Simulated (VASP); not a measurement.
Set up this calculation in VASP 6.6.1, as the native input.

```
Task                   : single point
Functional             : LDA
Potentials or basis    : VASP PAW LDA potentials, release 64 (Au)
Cutoff                 : 520 eV
k mesh                 : 12 × 12 × 12
Occupations            : fermi-dirac, width 0.06 eV
Spin                   : no spin polarisation
Dipole correction      : no
Further INCAR settings : ALGO = Normal; EDIFF = 1e-06; NBANDS = 12
```

The structure of Au lies in POSCAR:

```
Au
1.0
    0.0000000000      2.0152475000      2.0152475000
    2.0152475000      0.0000000000      2.0152475000
    2.0152475000      2.0152475000      0.0000000000
Au
1
Direct
    0.0000000000      0.0000000000      0.0000000000
```

The input as run:

INCAR

```
SYSTEM = Au
ALGO = Normal
EDIFF = 1E-6
ENCUT = 520
ISIF = 2
ISMEAR = -1
LASPH = .True.
LCHARG = .False.
LREAL = .False.
LWAVE = .False.
NBANDS = 12
NELM = 80
PREC = Accurate
SIGMA = 0.06
```

KPOINTS

```
k-points
0
Gamma
  12 12 12
  0 0 0
```

Potentials or basis: VASP PAW LDA potentials, release 64 (Au).

Command:

```console
$ cat potpaw_LDA.64/Au/POTCAR > POTCAR
$ mpirun -np 1 vasp_std > vasp.out
```

Results of the run:

```json
{
 "Pressure": "3.1 GPa"
}
```

It took 4.7 s on 1 thread of Intel(R) Xeon(R) 6975P-C (Granite Rapids), on a shared host, peak memory 0.13 GiB.
